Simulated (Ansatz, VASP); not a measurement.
# Ti: VASP beside Ansatz

INCAR

```
SYSTEM = Ti
PREC = Accurate
ENCUT = 520
EDIFF = 1E-7
ISMEAR = -1
SIGMA = 0.1
LREAL = .False.
LASPH = .True.
NELM = 100
ALGO = Normal
ISIF = 2
LWAVE = .False.
LCHARG = .False.
GGA = CA
NBANDS = 12
```

Contents of KPOINTS:

```
Automatic mesh
0
Gamma
  15 15 15
  0 0 0
```

The input POSCAR:

```
Ti
1.0
    0.0000000000      2.0795265949      2.0795265949
    2.0795265949      0.0000000000      2.0795265949
    2.0795265949      2.0795265949      0.0000000000
Ti
1
Direct
    0.0000000000      0.0000000000      0.0000000000
```

Input for Ansatz:

```yaml
crystal:
  lattice:
    - [0.0, 2.0795265949, 2.0795265949]
    - [2.0795265949, 0.0, 2.0795265949]
    - [2.0795265949, 2.0795265949, 0.0]
  atoms:
    - { symbol: Ti, position: [0.0, 0.0, 0.0] }
hamiltonian:
  xc: lda
  pseudopotentials:
    kind: paw
    azcp:
      Ti: "pseudopotentials/Ti.paw.azcp"
basis:
  ecutwfc: 420
  fft_grid_basis: typed
kpoints:
  mp_grid: { grid: [15, 15, 15], shift: [0, 0, 0] }
magnetization:
  spin_polarized: false
scf:
  occupations: { method: fermi_dirac, width: 0.1 }
  lower_state_search: "off"
output:
  stress: true
```

Alike in both runs: task single point; functional LDA; k mesh 15 × 15 × 15; occupations fermi-dirac, width 0.1 eV; no spin polarisation.

|  | VASP | Ansatz |
| --- | --- | --- |
| version | VASP 6.6.1 | Ansatz 0.2.0 |
| potentials or method | VASP PAW LDA potentials, release 64 (Ti_sv), cutoff 520 eV | plane waves (420 eV) with PAW, scalar-relativistic |
| valence electrons in the cell | 12 | 12 |

```csv
,VASP,Ansatz,Ansatz less VASP
pressure (GPa),-11.3,-11.3,+0.05
```

Ansatz warns that its potentials were made for another functional, while VASP's fit it. LDA's correlation is that of Perdew and Zunger in VASP and of Perdew and Wang (1992) in Ansatz.
